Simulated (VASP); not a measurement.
## Mg: single point with RPBE+D3(BJ)

Mg:

```
CELL_PARAMETERS angstrom
3.25153 0.00000 0.00000
-1.62577 2.81591 0.00000
0.00000 0.00000 5.27886
ATOMIC_POSITIONS crystal
Mg 0.66667 0.33333 0.75000
Mg 0.33333 0.66667 0.25000
```

* Program: VASP 6.6.1
* Task: single point
* Functional: RPBE
* Dispersion: D3(BJ)
* Potentials or basis: VASP PAW PBE potentials, release 64 (Mg)
* Cutoff: 520 eV
* k mesh: 10 × 10 × 5
* Occupations: fermi-dirac, width 0.05 eV
* Spin: no spin polarisation

The pressure is -13.4 GPa and the band gap on the k mesh is zero (band 2 reaches 3.13 eV, above the bottom of band 3 at 1.26 eV). The dispersion energy per atom is -1.174 eV.

Stress tensor (GPa, compression positive):
```
-13.81   0.00   0.00
  0.00 -13.81   0.00
  0.00   0.00 -12.71
```

Levels at points of the mesh, in eV from the Fermi level:
```csv
k point,band 1,band 2,band 3,band 4,band 5,band 6
"(0.00, 0.00, 0.00)",-6.74,-1.65,-1.24,10.63,10.63,10.68
"(0.50, 0.00, 0.00)",-2.10,-2.10,2.56,2.94,3.13,3.55
```

Run time: 6.2 s on 1 thread of Intel Xeon 6975P-C, with other jobs on the host, peak memory 0.17 GiB.

Caveat: the PAW data sets were made with another functional, which shifts forces and pressure a little; pairwise dispersion overbinds metals, which lowers pressure and volume.
